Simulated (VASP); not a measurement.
# TaN in VASP: a series of runs

The runs below take TaN through single point, with PBE.

Program: VASP 6.6.1. These are calculated values, not measurements. Logs are shortened: lines on timing, memory, paths and dates and some standing lists are left out, and cuts for length are marked.

## Step 1: The cell of the first run

The cell holds a wire or tube with vacuum around it, 12 atoms: a = 11.700 Å, b = 12.400 Å, c = 6.843 Å, α = 90.00°, β = 90.00°, γ = 90.00°.

## Step 2: Single point, PBE

Input file INCAR:

```
SYSTEM = TaN
ALGO = Normal
EDIFF = 1E-7
ENCUT = 520
GGA = PE
ISIF = 2
ISMEAR = 0
LASPH = .TRUE.
LCHARG = .FALSE.
LREAL = .FALSE.
LWAVE = .FALSE.
NBANDS = 60
NELM = 100
PREC = Accurate
SIGMA = 0.05
```

Input file KPOINTS:

```
k-points
0
G
  1 1 7
  0 0 0
```

Input file POSCAR:

```
TaN
1.0
   11.7000000000      0.0000000000      0.0000000000
    0.0000000000     12.4000000000      0.0000000000
    0.0000000000      0.0000000000      6.8426670666
Ta N
6 6
Direct
    0.6189537016      0.5000000000      0.0879917071
    0.5474568171      0.5000000000      0.5084700605
    0.4387006627      0.3816109309      0.2566910215
    0.4150314837      0.6037445320      0.8335957769
    0.4387006627      0.6183890691      0.2566910215
    0.4150314837      0.3962554680      0.8335957769
    0.3655732136      0.5000000000      0.0614462406
    0.5536006276      0.5000000000      0.8095152831
    0.6074150942      0.3913996520      0.2941512567
    0.4189946501      0.6342497323      0.5485169660
    0.6074150942      0.6086003480      0.2941512567
    0.4189946501      0.3657502677      0.5485169660
```

Potentials or basis: VASP PAW PBE potentials, release 64 (Ta_pv, N).

Command:

```console
$ cat potpaw_PBE.64/Ta_pv/POTCAR potpaw_PBE.64/N/POTCAR > POTCAR
$ mpirun -np 1 vasp_std > vasp.out
```

OUTCAR:

```text
SYSTEM = TaN
   EDIFF = 1E-7
   ENCUT = 520
   GGA = PE
   ISIF = 2
   ISMEAR = 0
   LASPH = .TRUE.
   LREAL = .FALSE.
   NELM = 100
   PREC = Accurate

 ion  position               nearest neighbor table
   1  0.619  0.500  0.088-   9 1.95  11 1.95   8 2.05   5 2.82   3 2.82   2 3.00   6 3.22   4 3.22

   2  0.547  0.500  0.508-   8 2.06   9 2.11  11 2.11  10 2.26  12 2.26   5 2.60   3 2.60   1 3.00
                             6 3.00   4 3.00
   3  0.439  0.382  0.257-   9 1.99  12 2.02   7 2.16   2 2.60   1 2.82   6 2.91   5 2.94
   4  0.415  0.604  0.834-  10 1.99   8 2.08   7 2.10   6 2.57   5 2.91   2 3.00   1 3.22
   5  0.439  0.618  0.257-  11 1.99  10 2.02   7 2.16   2 2.60   1 2.82   4 2.91   3 2.94
   6  0.415  0.396  0.834-  12 1.99   8 2.08   7 2.10   4 2.57   3 2.91   2 3.00   1 3.22
   7  0.366  0.500  0.061-   4 2.10   6 2.10   5 2.16   3 2.16
   8  0.554  0.500  0.810-   1 2.05   2 2.06   4 2.08   6 2.08
   9  0.607  0.391  0.294-   1 1.95   3 1.99   2 2.11
  10  0.419  0.634  0.549-   4 1.99   5 2.02   2 2.26
  11  0.607  0.609  0.294-   1 1.95   5 1.99   2 2.11
  12  0.419  0.366  0.549-   6 1.99   3 2.02   2 2.26

  LATTYP: Found a simple orthorhombic cell.
 ALAT       =     6.8426670666
 B/A-ratio  =     1.7098596039
 C/A-ratio  =     1.8121588964

  Lattice vectors:

 A1 = (   0.0000000000,   0.0000000000,   6.8426670666)
 A2 = (  11.7000000000,   0.0000000000,   0.0000000000)
 A3 = (   0.0000000000,  12.4000000000,   0.0000000000)

Analysis of symmetry for initial positions (statically):
=====================================================================
 Subroutine PRICEL returns:
 Original cell was already a primitive cell.

 Routine SETGRP: Setting up the symmetry group for a
 simple orthorhombic supercell.

 Subroutine GETGRP returns: Found  2 space group operations
 (whereof  2 operations were pure point group operations)
 out of a pool of  8 trial point group operations.

The static configuration has the point symmetry C_1h.

Analysis of symmetry for dynamics (positions and initial velocities):
=====================================================================
 Subroutine PRICEL returns:
 Original cell was already a primitive cell.

 Routine SETGRP: Setting up the symmetry group for a
 simple orthorhombic supercell.

 Subroutine GETGRP returns: Found  2 space group operations
 (whereof  2 operations were pure point group operations)
 out of a pool of  8 trial point group operations.

The dynamic configuration has the point symmetry C_1h.

 Subroutine INISYM returns: Found  2 space group operations
 (whereof  2 operations are pure point group operations),
 and found     1 'primitive' translations

----------------------------------------------------------------------------------------

                                     Primitive cell

  volume of cell :     992.7341

  direct lattice vectors                    reciprocal lattice vectors
    11.700000000  0.000000000  0.000000000     0.085470085  0.000000000  0.000000000
     0.000000000 12.400000000  0.000000000     0.000000000  0.080645161  0.000000000
     0.000000000  0.000000000  6.842667067     0.000000000  0.000000000  0.146141846

  length of vectors
    11.700000000 12.400000000  6.842667067     0.085470085  0.080645161  0.146141846

  position of ions in fractional coordinates (direct lattice)
     0.618953702  0.500000000  0.087991707
     0.547456817  0.500000000  0.508470061
     0.438700663  0.381610931  0.256691022
     0.415031484  0.603744532  0.833595777
     0.438700663  0.618389069  0.256691022
     0.415031484  0.396255468  0.833595777
     0.365573214  0.500000000  0.061446241
     0.553600628  0.500000000  0.809515283
     0.607415094  0.391399652  0.294151257
     0.418994650  0.634249732  0.548516966
     0.607415094  0.608600348  0.294151257
     0.418994650  0.365750268  0.548516966

  ion indices of the primitive-cell ions
   primitive index   ion index
                 1           1
                 2           2
                 3           3
                 4           4
                 5           5
                 6           6
                 7           7
                 8           8
                 9           9
                10          10
                11          11
                12          12

----------------------------------------------------------------------------------------

 KPOINTS: k-points

Automatic generation of k-mesh.
 Grid dimensions read from file:
 generate k-points for:    1    1    7

 Generating k-lattice:

  Cartesian coordinates                     Fractional coordinates (reciprocal lattice)
     0.085470085  0.000000000  0.000000000     1.000000000  0.000000000  0.000000000
     0.000000000  0.080645161  0.000000000     0.000000000  1.000000000  0.000000000
     0.000000000  0.000000000  0.020877407     0.000000000  0.000000000  0.142857143

  Length of vectors
     0.085470085  0.080645161  0.020877407

  Shift w.r.t. Gamma in fractional coordinates (k-lattice)
     0.000000000  0.000000000  0.000000000

 Subroutine IBZKPT returns following result:
 ===========================================

 Found      4 irreducible k-points:

 Following reciprocal coordinates:
            Coordinates               Weight
  0.000000  0.000000  0.000000      1.000000
  0.000000  0.000000  0.142857      2.000000
  0.000000  0.000000  0.285714      2.000000
  0.000000  0.000000  0.428571      2.000000
   k-points           NKPTS =      4   k-points in BZ     NKDIM =      4   number of bands    NBANDS=     60
   number of dos      NEDOS =    301   number of ions     NIONS =     12
   total plane-waves  NPLWV = 466560
   dimension x,y,z NGX =    90 NGY =   96 NGZ =   54
   dimension x,y,z NGXF=   180 NGYF=  192 NGZF=  108
   ions per type =               6   6
   NGX,Y,Z   is equivalent  to a cutoff of  12.79, 12.87, 13.12 a.u.
   NGXF,Y,Z  is equivalent  to a cutoff of  25.58, 25.74, 26.24 a.u.
 SYSTEM =  TaN
   PREC   = accura    normal or accurate (medium, high low for compatibility)
   ISTART =      0    job   : 0-new  1-cont  2-samecut
   ICHARG =      2    charge: 1-file 2-atom 10-const
   ISPIN  =      1    spin polarized calculation?
   LNONCOLLINEAR =      F non collinear calculations
   LSORBIT =      F    spin-orbit coupling
   LASPH  =      T    aspherical Exc in radial PAW
   ENCUT  =  520.0 eV  38.22 Ry    6.18 a.u.  21.75 23.06 12.72*2*pi/ulx,y,z
   NELM   =    100;   NELMIN=  2; NELMDL= -5     # of ELM steps
   EDIFF  = 0.1E-06   stopping-criterion for ELM
   LREAL  =      F    real-space projection
   EDIFFG = 0.1E-05   stopping-criterion for IOM
   NSW    =      0    number of steps for IOM
   IBRION =     -1    ionic relax: 0-MD 1-quasi-New 2-CG
   NFREE  =      0    steps in history (QN), initial steepest desc. (CG)
   ISIF   =      2    stress and relaxation
   ISYM   =      2    0-nonsym 1-usesym 2-fastsym
   POTIM  = 0.5000    time-step for ionic-motion
   TEBEG  =    0.0;   TEEND  =   0.0 temperature during run
   PSTRESS=    0.0 pullay stress
   NELECT =      96.0000    total number of electrons
   NUPDOWN=      -1.0000    fix difference up-down
   EMIN   =  10.00;   EMAX   =-10.00  energy-range for DOS
   EFERMI =   0.00;   METHOD = LEGACY
   ISMEAR =     0;   SIGMA  =   0.05  broadening in eV -4-tet -1-fermi 0-gaus
   EFERMI_NEDOS =   21; number of points for ismear=-14 and -15
   IALGO  =     38    algorithm
   IMIX   =      4    mixing-type and parameters
     AMIX     =   0.40;   BMIX     =  1.00
     AMIX_MAG =   1.60;   BMIX_MAG =  1.00
  volume/ion in A,a.u.               =      82.73       558.28
  Fermi-wavevector in a.u.,A,eV,Ry     =   0.751428  1.419994  7.682456  0.564645
  Thomas-Fermi vector in A             =   1.848407
   LORBIT       =      0    0 simple, 1 ext, 2 COOP (PROOUT), +10 PAW based schemes
   GGA     = PE    functional components
   LHFCALC =     F    Hartree Fock is set to
   AEXX    =    0.0000 exact exchange contribution
   IVDW    =     0    specifies the selected vdW correction
   LEPSILON=     F    determine dielectric tensor
   LRPA    =     F    only Hartree local field effects (RPA)
 non-spin polarized calculation
 Gauss-broadening in eV      SIGMA  =   0.05
  energy-cutoff  :      520.00
  volume of cell :      992.73
 maximum number of plane-waves:     26742
 NGX is ok and might be reduce to    90
   NGX = 43   NGY = 47   NGZ = 25

 number of electron      96.0000007 magnetization

 Free energy of the ion-electron system (eV)
  ---------------------------------------------------
  ext. energy  EPLUGINS =         0.00000000
  ---------------------------------------------------
  free energy    TOTEN  =      -118.21095938 eV

  energy without entropy =     -118.21069507  energy(sigma->0) =     -118.21082722

 E-fermi :  -2.2316     XC(G=0):  -3.1477

 val. band max:       -2.3327991150   @ k =   0.0000   0.0000   0.4286
 cond. band min:      -2.1377819533   @ k =   0.0000   0.0000   0.0000
 fundamental gap:      0.1950171617
 Fermi energy:        -2.2316427554

 k-point     1 :       0.0000    0.0000    0.0000
  band No.  band energies     occupation
      1     -38.0955      2.00000
      2     -37.9181      2.00000
      3     -37.8468      2.00000
      4     -37.7239      2.00000
      5     -37.4913      2.00000
      6     -37.4821      2.00000
[... 52 lines left out ...]
     59      -0.2084      0.00000
     60      -0.0415      0.00000

 k-point     2 :       0.0000    0.0000    0.1429
  band No.  band energies     occupation
      1     -38.0942      2.00000
      2     -37.9154      2.00000
      3     -37.8427      2.00000
      4     -37.7235      2.00000
      5     -37.5028      2.00000
      6     -37.4833      2.00000
[... 52 lines left out ...]
     59      -0.1385      0.00000
     60      -0.0634      0.00000

 k-point     3 :       0.0000    0.0000    0.2857
  band No.  band energies     occupation
      1     -38.0913      2.00000
      2     -37.9092      2.00000
      3     -37.8331      2.00000
      4     -37.7230      2.00000
      5     -37.5276      2.00000
      6     -37.4861      2.00000
[... 52 lines left out ...]
     59      -0.0499      0.00000
     60      -0.0430      0.00000

 k-point     4 :       0.0000    0.0000    0.4286
  band No.  band energies     occupation
      1     -38.0888      2.00000
      2     -37.9042      2.00000
      3     -37.8247      2.00000
      4     -37.7229      2.00000
      5     -37.5465      2.00000
      6     -37.4886      2.00000
[... 52 lines left out ...]
     59      -0.0278      0.00000
     60       0.0896      0.00000

------------------------ aborting loop because EDIFF is reached ----------------------------------------

  FORCE on cell =-STRESS in cart. coord.  units (eV):
  Direction    XX          YY          ZZ          XY          YZ          ZX
  --------------------------------------------------------------------------------------
  -------------------------------------------------------------------------------------
  Total        0.3543859      0.4809271      1.0980663      0.0000000      0.0000000     -0.0464228
  in kB        0.5719446      0.7761700      1.7721733      0.0000000      0.0000000     -0.0749219
  external PRESSURE =       1.0400960 kB  Pullay stress =       0.0000000 kB

 VOLUME and BASIS-vectors are now :
 -----------------------------------------------------------------------------
  energy-cutoff  :      520.00
  volume of cell :      992.73
      direct lattice vectors                 reciprocal lattice vectors
    11.700000000  0.000000000  0.000000000     0.085470085  0.000000000  0.000000000
     0.000000000 12.400000000  0.000000000     0.000000000  0.080645161  0.000000000
     0.000000000  0.000000000  6.842667067     0.000000000  0.000000000  0.146141846

 POSITION                                       TOTAL-FORCE (eV/Angst)
 -----------------------------------------------------------------------------------
      7.24176      6.20000      0.60210         0.070018      0.000000     -0.102901
      6.40524      6.20000      3.47929         0.015947      0.000000      0.023551
      5.13280      4.73198      1.75645        -0.064208     -0.032893     -0.026840
      4.85587      7.48643      5.70402        -0.014872      0.039428      0.026547
      5.13280      7.66802      1.75645        -0.064208      0.032893     -0.026840
      4.85587      4.91357      5.70402        -0.014872     -0.039428      0.026547
      4.27721      6.20000      0.42046        -0.036584      0.000000      0.018663
      6.47713      6.20000      5.53924         0.011633      0.000000      0.006481
      7.10676      4.85336      2.01278         0.071617     -0.083457      0.038162
      4.90224      7.86470      3.75332        -0.023043      0.031790     -0.010765
      7.10676      7.54664      2.01278         0.071617      0.083457      0.038162
      4.90224      4.53530      3.75332        -0.023043     -0.031790     -0.010765
 -----------------------------------------------------------------------------------
    total drift:                                0.000245      0.000000     -0.000600

  FREE ENERGIE OF THE ION-ELECTRON SYSTEM (eV)
  ---------------------------------------------------
  free  energy   TOTEN  =      -118.2109593828 eV

  energy  without entropy=     -118.2106950662  energy(sigma->0) =     -118.21082722
```

It took 23 min on 1 thread of Intel Xeon 8259CL, shared host; peak memory 0.91 GiB.

Results:

* Free energy: -118.2110 eV
* Largest force: 0.124 eV/Å
* Band gap on the k mesh: 0.20 eV (least direct gap 0.29 eV)

Forces in eV/Å, atoms in the order of the input:
```
Ta   0.070  0.000 -0.103
Ta   0.016  0.000  0.024
Ta  -0.064 -0.033 -0.027
Ta  -0.015  0.039  0.027
Ta  -0.064  0.033 -0.027
Ta  -0.015 -0.039  0.027
N   -0.037  0.000  0.019
N    0.012  0.000  0.006
N    0.072 -0.083  0.038
N   -0.023  0.032 -0.011
N    0.072  0.083  0.038
N   -0.023 -0.032 -0.011
```

Levels at points of the mesh, in eV from the valence-band top:
```
           k point  band 45  band 46  band 47  band 48  band 49  band 50  band 51  band 52
(0.00, 0.00, 0.00)    -1.02    -0.30    -0.25    -0.09     0.20     0.74     0.74     1.12
```

Caveat: spin-orbit coupling is left out, which moves the levels of the heavy elements.

## Step 3: Single point, PBE

This run uses another cell than the first one.

Input file INCAR:

```
ALGO     = Normal         # electronic algorithm
EDIFF    = 1E-6           # SCF threshold, eV
ENCUT    = 520            # plane-wave cutoff, eV
GGA      = PE             # functional
ISIF     = 2              # what is computed and relaxed
ISMEAR   = 0              # smearing method
LASPH    = True           # aspherical terms in the spheres
LCHARG   = False          # write CHGCAR
LREAL    = False          # projectors in reciprocal space
LWAVE    = False          # write WAVECAR
NBANDS   = 60             # bands
NELM     = 100            # most SCF steps
PREC     = Accurate       # precision mode
SIGMA    = 0.05           # smearing width, eV
```

Input file KPOINTS:

```
k-points
0
Gamma
  1 1 7
```

Input file POSCAR:

```
TaN
1.0
   11.7000000000      0.0000000000      0.0000000000
    0.0000000000     12.4000000000      0.0000000000
    0.0000000000      0.0000000000      7.6509352989
Ta N
6 6
Direct
    0.6155988939      0.5000000000      0.1666666667
    0.4614670354      0.5000000000      0.5000000000
    0.3844011061      0.3740531752      0.1666666667
    0.5385329646      0.6259468248      0.8333333333
    0.3844011061      0.6259468248      0.1666666667
    0.5385329646      0.3740531752      0.8333333333
    0.4614670354      0.5000000000      0.0000000000
    0.6155988939      0.5000000000      0.6666666667
    0.5385329646      0.3740531752      0.3333333333
    0.3844011061      0.6259468248      0.6666666667
    0.5385329646      0.6259468248      0.3333333333
    0.3844011061      0.3740531752      0.6666666667
```

Potentials or basis: VASP PAW PBE potentials, release 64 (Ta_pv, N).

Command:

```console
$ cat potpaw_PBE.64/Ta_pv/POTCAR potpaw_PBE.64/N/POTCAR > POTCAR
$ mpirun -np 1 vasp_std > vasp.out
```

Wall time 22 min (1 thread of Intel Xeon 8259CL, shared host); peak memory 1 GiB.

It converged, with:

| Quantity | Value |
| --- | --- |
| Free energy | -105.5974 eV |
| Largest force | 6.927 eV/Å |
| Band gap on the k mesh | 0.05 eV (least direct gap 0.06 eV) |

Forces in eV/Å, atoms in the order of the input:
```
Ta  -4.910  0.000  2.085
Ta  -0.112  0.000  2.763
Ta   5.413  3.143  0.538
Ta  -4.492 -4.866 -2.032
Ta   5.413 -3.143  0.538
Ta  -4.492  4.866 -2.032
N    0.450  0.000 -0.230
N   -3.161  0.000  1.768
N   -1.882  2.428 -2.835
N    4.828 -1.087  1.136
N   -1.882 -2.428 -2.835
N    4.828  1.087  1.136
```

Levels at points of the mesh, in eV from the valence-band top:
```
           k point  band 46  band 47  band 48  band 49  band 50  band 51
(0.00, 0.00, 0.00)    -0.44    -0.13    -0.01     0.05     0.20     0.34
```

Caveat: spin-orbit coupling is left out, which moves the levels of the heavy elements.
